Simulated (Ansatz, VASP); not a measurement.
Two plane-wave programs on C

```
CELL_PARAMETERS angstrom
0.00000 1.77684 1.77684
1.77684 0.00000 1.77684
1.77684 1.77684 0.00000
ATOMIC_POSITIONS crystal
C 0.00000 0.00000 0.00000
C 0.25000 0.25000 0.25000
```

Alike in both runs: task single point; functional PBEsol; k mesh 22 × 22 × 22; occupations gaussian, width 0.05 eV; no spin polarisation.

```csv
,VASP,Ansatz
version,VASP 6.6.1,Ansatz 0.2.0
potentials or method,"VASP PAW PBE potentials, release 64 (C), cutoff 520 eV","scalar-relativistic, plane waves, PAW"
valence electrons in the cell,8,8
```

Ansatz gave:

| Quantity | Value |
| --- | --- |
| gap on the k mesh at the Fermi level (eV) | 4.03 |
| least direct gap on the mesh (eV) | 5.57 |
| pressure (GPa) | 0.0 |

Task: What did VASP give for the same quantities?

Result: gap on the k mesh at the Fermi level (eV): 4.03; least direct gap on the mesh (eV): 5.57; pressure (GPa): 1.2.

VASP's potentials were made for PBE, not for PBEsol.
